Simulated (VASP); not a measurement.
# CdTe: elastic constants with PBEsol

The system is CdTe.

```
Cd Te
1.0
     0.00000    3.01973    3.01973
     3.01973    0.00000    3.01973
     3.01973    3.01973    0.00000
Cd Te
1 1
Direct
  0.00000 0.00000 0.00000
  0.75000 0.75000 0.75000
```

```
Program                   : VASP 6.6.1
Task                      : elastic constants
Functional                : PBEsol
Potentials or basis       : VASP PAW PBE potentials, release 64 (Cd, Te)
Cutoff                    : 600 eV
k mesh                    : 6 × 6 × 6
Occupations               : gaussian, width 0.01 eV
Spin                      : no spin polarisation
Dipole correction         : no
Ions in elastic constants : relaxed
Further INCAR settings    : ALGO = Normal; EDIFF = 1e-08; NBANDS = 16; IBRION = 6; POTIM = 0.015; NSW = 1; ISIF = 3
```

The elastic constants C11, C12, C44 are 93, 91, 6 GPa and the voigt bulk modulus is 91 GPa. The highest phonon frequency at Γ, LO-TO splitting left out is 204 cm⁻¹.

Phonon frequencies in cm⁻¹ (negative: imaginary):
| q point | frequencies |
| --- | --- |
| (0.000, 0.000, 0.000) | 0 0 0 204 204 204 |

Elastic tensor in Voigt notation (GPa, in the Cartesian axes of the cell as first typed):
```
93 91 91  0  0  0
91 93 91  0  0  0
91 91 93  0  0  0
 0  0  0  6  0  0
 0  0  0  0  6  0
 0  0  0  0  0  6
```

Clamped-ion elastic tensor (GPa):
```
93 91 91  0  0  0
91 93 91  0  0  0
91 91 93  0  0  0
 0  0  0 85  0  0
 0  0  0  0 85  0
 0  0  0  0  0 85
```

Wall time 13 min on 1 thread of Intel Xeon 8259CL, with other jobs on the host, peak memory 0.3 GiB.

Caveat: the cell is under stress, which shifts elastic constants; the PAW data sets were made with another functional, which shifts forces and pressure a little.
